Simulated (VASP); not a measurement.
Set up this calculation in VASP 6.6.1, as the native input.

```
Task                   : relaxation of cell and atoms
Functional             : PBE
Potentials or basis    : VASP PAW PBE potentials, release 64 (Ti_sv, C)
Cutoff                 : 600 eV
k mesh                 : 11 × 11 × 11
Occupations            : fermi-dirac, width 0.05 eV
Spin                   : no spin polarisation
Hubbard terms          : Ti d U = 1.0 eV
Dipole correction      : no
Further INCAR settings : ALGO = Normal; EDIFF = 1e-07; IBRION = 2; EDIFFG = -0.01; NSW = 60; ISIF = 3
```

The structure of TiC lies in POSCAR:

```
TiC
1.0
    0.0000000000      2.1657188437      2.1657188437
    2.1657188437      0.0000000000      2.1657188437
    2.1657188437      2.1657188437      0.0000000000
Ti C
1 1
Direct
    0.0000000000      0.0000000000      0.0000000000
    0.5000000000      0.5000000000      0.5000000000
```

The input as run:

INCAR

```
PREC     = Accurate       # precision mode
ENCUT    = 600            # plane-wave cutoff, eV
EDIFF    = 1E-7           # SCF threshold, eV
ISMEAR   = -1             # smearing method
SIGMA    = 0.05           # smearing width, eV
LREAL    = False          # projectors in reciprocal space
LASPH    = True           # aspherical terms in the spheres
NELM     = 150            # most SCF steps
ALGO     = Normal         # electronic algorithm
ISIF     = 3              # what is computed and relaxed
LWAVE    = False          # write WAVECAR
LCHARG   = False          # write CHGCAR
LMAXMIX  = 4              # l up to which the mixer works
LDAU     = True           # DFT+U
LDAUTYPE = 2            
LDAUL    = 2 -1           # shell
LDAUU    = 1 0            # U, eV
LDAUJ    = 0 0          
LDAUPRINT= 1            
GGA      = PE             # functional
IBRION   = 2              # ionic algorithm
NSW      = 60             # ionic steps
EDIFFG   = -0.01          # ionic threshold
```

KPOINTS

```
regular mesh
0
Gamma
  11 11 11
```

Potentials or basis: VASP PAW PBE potentials, release 64 (Ti_sv, C).

Command:

```console
$ cat potpaw_PBE.64/Ti_sv/POTCAR potpaw_PBE.64/C/POTCAR > POTCAR
$ mpirun -np 1 vasp_std > vasp.out
```

Results of the run:

```yaml
Relaxed_volume: 10.29 Å³/atom
Relaxed_cell: a = 3.076 Å, b = 3.076 Å, c = 3.076 Å, α = 60.00°, β = 60.00°, γ = 60.00°
Space_group_after_relaxing_to_0.05_Å: Fm-3m (No. 225)
Energy_gained_by_relaxing: 1.3 meV/atom
Ionic_steps: 3
Pressure_after_relaxing: 0.0 GPa
Band_gap_on_the_k_mesh: zero (band 8 reaches 10.16 eV, above the bottom of band 9 at 8.97 eV)
```

Caveat: U without spin polarisation on a metal has little footing; the U is typed as a test and isn't derived for this compound.

It took 24 s on 1 thread of AMD EPYC 9R45 96-Core Processor (Zen 5) (shared host), peak memory 0.12 GiB.
